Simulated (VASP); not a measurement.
**AlN: single point with PBEsol**

Crystal: AlN.

```
Al N
1.0
    -3.11356    0.00000    0.00000
     0.00000    5.39284    0.00000
     1.55678   -2.69642   -4.98335
Al N
4 4
Direct
  0.02751 0.33859 0.99848
  0.52751 0.83859 0.99848
  0.22098 0.90989 0.49848
  0.72098 0.40989 0.49848
  0.78301 0.15457 0.61652
  0.28301 0.65457 0.61652
  0.08351 0.71195 0.11652
  0.58351 0.21195 0.11652
```

This cell differs from its parent crystal: atoms displaced along several vibrational modes.

```json
{"Program": "VASP 6.6.1", "Task": "single point", "Functional": "PBEsol", "Potentials or basis": "VASP PAW PBE potentials, release 64 (Al, N)", "Cutoff": "520 eV", "k mesh": "8 × 8 × 8", "Occupations": "gaussian, width 0.05 eV", "Spin": "no spin polarisation", "Dipole correction": "no", "Further INCAR settings": "ALGO = Normal; EDIFF = 1e-06; NBANDS = 26"}
```

```yaml
Pressure: 1.5 GPa
Largest_force: 1.885 eV/Å
Band_gap_on_the_k_mesh: 3.99 eV
```

Forces on the atoms (eV/Å):
```
Al   0.428 -1.651  0.237
Al   0.428 -1.651  0.237
Al  -0.428  1.651  0.237
Al  -0.428  1.651  0.237
N   -0.234 -1.855 -0.237
N   -0.234 -1.855 -0.237
N    0.234  1.855 -0.237
N    0.234  1.855 -0.237
```

Stress tensor (GPa, compression positive):
```
-7.48 -0.66  0.00
-0.66 11.21  0.00
 0.00  0.00  0.68
```

Levels at points of the mesh, in eV from the valence-band top:
```csv
k point,band 13,band 14,band 15,band 16,band 17,band 18,band 19,band 20
"(0.00, 0.00, 0.00)",-0.68,-0.48,-0.12,0.00,3.99,4.85,4.85,6.45
"(0.50, 0.00, 0.00)",-2.30,-2.30,-0.83,-0.83,5.77,5.77,7.17,7.17
"(0.00, 0.50, 0.00)",-0.72,-0.72,-0.48,-0.48,5.69,5.69,7.14,7.14
"(0.50, 0.50, 0.00)",-1.36,-1.31,-1.31,-0.79,4.84,5.06,5.06,5.78
"(0.50, 0.50, 0.50)",-1.67,-1.56,-1.56,-0.95,5.36,5.36,5.64,5.81
"(0.00, 0.00, 0.50)",-0.81,-0.62,-0.42,-0.42,5.46,6.14,6.22,6.22
```

Wall time 9 min on 1 thread of Intel Xeon 8259CL, with other jobs on the host, peak memory 0.37 GiB.

Caveat: the cell differs from its parent crystal (atoms displaced along several vibrational modes); the stress differs along the axes, from -7 to 11 GPa; the PAW data sets were made with another functional, which shifts forces and pressure a little. A k mesh can miss the band edges.
